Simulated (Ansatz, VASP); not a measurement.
**Si2BN in VASP and in Ansatz**

```xyz
4
Lattice="4.8982 0.0000 0.0000 -2.4491 4.2420 0.0000 0.0000 0.0000 2.6414" Properties=species:S:1:pos:R:3 pbc="T T T"
Si    0.0000    2.8280    0.0000
Si    2.4491    1.4140    0.0000
B     0.0000    0.0000    1.3207
N     0.0000    0.0000    0.0000
```

Alike in both runs: functional PBE; k mesh 6 × 6 × 6; occupations gaussian, width 0.1 eV; no spin polarisation.

Ansatz relaxed the structure, and its values are those at the end. VASP's run is a single point on that final structure, the one shown.

|  | VASP | Ansatz |
| --- | --- | --- |
| version | VASP 6.6.1 | Ansatz 0.2.0 |
| potentials or method | VASP PAW PBE potentials, release 64 (Si, B, N), cutoff 520 eV | scalar-relativistic, plane waves, PAW |
| valence electrons in the cell | 16 | 16 |

Ansatz gave:

| Quantity | Value |
| --- | --- |
| gap on the k mesh at the Fermi level (eV) | none |
| pressure (GPa) | -0.1 |

Q: Which values does VASP return?

A: gap on the k mesh at the Fermi level (eV): none; pressure (GPa): -0.3.

A gap of «none» marks a metal or a gap that the smearing closes.

The k mesh is coarse, so the values compare programs but aren't converged.
